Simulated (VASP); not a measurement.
**TaN: single point with PBE**

The system is TaN.

```
CELL_PARAMETERS angstrom
1.55136 0.89568 4.96310
-1.55136 0.89568 4.96310
0.00000 -1.79136 4.96310
ATOMIC_POSITIONS crystal
Ta 0.50000 0.50000 0.50000
Ta 0.00000 0.00000 0.00000
N 0.25861 0.25861 0.25861
N 0.74139 0.74139 0.74139
```

```yaml
Program: VASP 6.6.1
Task: single point
Functional: PBE
Potentials_or_basis: VASP PAW PBE potentials, release 64 (Ta_pv, N)
Cutoff: 520 eV
k_mesh: 6 × 6 × 6
Occupations: gaussian, width 0.1 eV
Spin: collinear spin
Starting_moments: "[1.0, 1.0, 0.0, 0.0] μB"
Dipole_correction: no
Further_INCAR_settings: ALGO = Normal; EDIFF = 1e-06; NBANDS = 28
```

* Pressure: 18.8 GPa
* Largest force: 1.888 eV/Å
* Band gap on the k mesh: zero (filled and empty bands overlap)
* Net moment: 0.00 μB per cell
* Valence electrons inside the program's atomic spheres: Ta 8.93, 9.11; N 3.80

Forces on the atoms (eV/Å):
```
Ta   0.000  0.000  0.000
Ta   0.000  0.000  0.000
N    0.000  0.000 -1.888
N    0.000  0.000  1.888
```

Stress tensor (GPa, compression positive):
```
18.29  0.00  0.00
 0.00 18.29  0.00
 0.00  0.00 19.82
```

Levels at points of the mesh, in eV from the Fermi level:
Spin up:
```tsv
k point	band 13	band 14	band 15	band 16	band 17	band 18	band 19	band 20
(0.00, 0.00, 0.00)	-3.82	-3.78	-2.19	-2.19	-1.97	0.17	0.17	1.47
(0.50, 0.00, 0.00)	-6.80	-6.13	-2.27	-1.41	2.14	2.39	2.74	2.82
(0.50, 0.50, 0.00)	-5.46	-4.69	-4.50	1.54	1.68	2.50	2.55	3.78
(0.50, 0.50, 0.50)	-5.79	-5.79	-1.41	-0.46	-0.46	-0.28	-0.28	-0.06
```
Spin down:
```tsv
k point	band 12	band 13	band 14	band 15	band 16	band 17	band 18	band 19	band 20	band 21
(0.00, 0.00, 0.00)	-3.82	-3.82	-3.78	-2.19	-2.19	-1.97	0.17	0.17	1.47	2.27
(0.50, 0.00, 0.00)	-6.92	-6.80	-6.13	-2.27	-1.41	2.14	2.39	2.74	2.82	4.29
(0.50, 0.50, 0.00)	-6.61	-5.46	-4.69	-4.50	1.54	1.68	2.50	2.55	3.78	3.80
(0.50, 0.50, 0.50)	-7.22	-5.79	-5.79	-1.41	-0.46	-0.46	-0.28	-0.28	-0.06	3.42
```

It took 4.1 min on 1 thread of Intel Xeon 8259CL, with other jobs on the host, peak memory 0.32 GiB.

Caveat: the k points lie up to 0.40 Å⁻¹ apart, too coarse for converged energies and pressures of a metal; spin-orbit coupling is left out, which moves the levels of the heavy elements; forces of over 1 eV/Å act on the atoms, so gaps and moduli don't describe the material at rest.
